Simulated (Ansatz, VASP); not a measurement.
One calculation of In4TeS, two programs

```
In Te S
1.0
     4.71852    0.00000    0.00000
     0.00000    4.71852    0.00000
     0.00000    0.00000    8.52331
In Te S
4 1 1
Cartesian
  0.0000 2.3593 2.3206
  2.3593 0.0000 6.2027
  0.0000 2.3593 6.2027
  2.3593 0.0000 2.3206
  0.0000 0.0000 0.0000
  0.0000 0.0000 4.2617
```

Alike in both runs: functional PBE; k mesh 4 × 4 × 4; occupations gaussian, width 0.1 eV; no spin polarisation.

Ansatz relaxed the structure, and its values are those at the end. VASP's run is a single point on that final structure, the one shown.

|  | VASP | Ansatz |
| --- | --- | --- |
| version | VASP 6.6.1 | Ansatz 0.2.0 |
| potentials or method | VASP PAW PBE potentials, release 64 (In_d, Te, S), cutoff 520 eV | scalar-relativistic, plane waves, PAW |
| valence electrons in the cell | 64 | 74 |

```csv
,VASP,Ansatz,Ansatz less VASP
gap on the k mesh at the Fermi level (eV),none,none,-
pressure (GPa),-0.1,-0.1,+0.03
```

A gap of «none» marks a metal or a gap that the smearing closes. VASP's potentials hold 64 valence electrons a cell and Ansatz's 74, so a difference there can come from the potentials and not from the codes.

Spin-orbit coupling is off throughout.
